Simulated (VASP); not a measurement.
Wanted: the native input for a VASP 6.6.1 run.

```
Task                   : single point
Functional             : PBE
Potentials or basis    : VASP PAW PBE potentials, release 64 (La)
Cutoff                 : 500 eV
k mesh                 : 5 × 5 × 5
Occupations            : fermi-dirac, width 0.05 eV
Spin                   : no spin polarisation
Dipole correction      : no
Further INCAR settings : ALGO = Normal; EDIFF = 1e-06; NBANDS = 18
```

The structure of La lies in POSCAR:

```
La
1.0
    0.0000000000      3.1266910169      3.1266910169
    3.1266910169      0.0000000000      3.1266910169
    3.1266910169      3.1266910169      0.0000000000
La
2
Direct
    1.0000000000      1.0000000000      1.0000000000
    0.2500000000      0.2500000000      0.2500000000
```

This isn't the form of La at room conditions, which is double hcp.

One way to write it, as run:

INCAR

```
SYSTEM = La
ALGO = Normal
EDIFF = 1E-6
ENCUT = 500
GGA = PE
GGA_COMPAT = .FALSE.
ISIF = 2
ISMEAR = -1
LASPH = .TRUE.
LCHARG = .TRUE.
LELF = .TRUE.
LMAXMIX = 6
LREAL = .FALSE.
LVHAR = .TRUE.
LWAVE = .FALSE.
NBANDS = 18
NELM = 200
PREC = Accurate
SIGMA = 0.05
```

KPOINTS

```
k-points
0
G
  5 5 5
  0 0 0
```

Potentials or basis: VASP PAW PBE potentials, release 64 (La).

Command:

```sh
$ cat potpaw_PBE.64/La/POTCAR > POTCAR
$ mpirun -np 1 vasp_std > vasp.out
```

It gave:

| Item | Value |
| --- | --- |
| Pressure | 15.0 GPa |
| Band gap on the k mesh | zero (filled and empty bands touch) |

Caveat: the cell stands under pressure; spin-orbit coupling is left out, which moves the levels of the heavy elements.

Run time: 8.9 s on 1 thread of Intel(R) Xeon(R) 6975P-C (Granite Rapids) (shared host), peak memory 0.17 GiB.
